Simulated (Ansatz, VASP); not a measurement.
**Two plane-wave programs on SnRu4**

```
Sn Ru
1.0
     6.18104    0.00000    0.00000
     0.00000    6.18104    0.00000
     0.00000    0.00000    2.65964
Sn Ru
1 4
Direct
  0.50000 0.50000 0.50000
  0.18674 0.18674 0.50000
  0.81326 0.81326 0.50000
  0.18674 0.81326 0.50000
  0.81326 0.18674 0.50000
```

Alike in both runs: task relaxation of cell and atoms; functional PBE; k mesh 6 × 6 × 14; occupations gaussian, width 0.1 eV; no spin polarisation.

|  | VASP | Ansatz |
| --- | --- | --- |
| version | VASP 6.6.1 | Ansatz 0.2.0 |
| potentials or method | VASP PAW PBE potentials, release 64 (Sn_d, Ru_pv), cutoff 600 eV | scalar-relativistic, plane waves, PAW |
| valence electrons in the cell | 70 | 78 |

|  | VASP | Ansatz | Ansatz less VASP |
| --- | --- | --- | --- |
| gap on the k mesh at the Fermi level, each at its own relaxed structure (eV) | none | none | - |
| relaxed volume (Å³/atom) | 20.33 | 20.32 | -0.003 |
| relaxed length of the cell vector where the two differ most in proportion (Å) | 2.675 | 2.676 | +0.0010 |

A gap of «none» marks a metal or a gap that the smearing closes. VASP's potentials hold 70 valence electrons a cell and Ansatz's 78, so a difference there can come from the potentials and not from the codes.
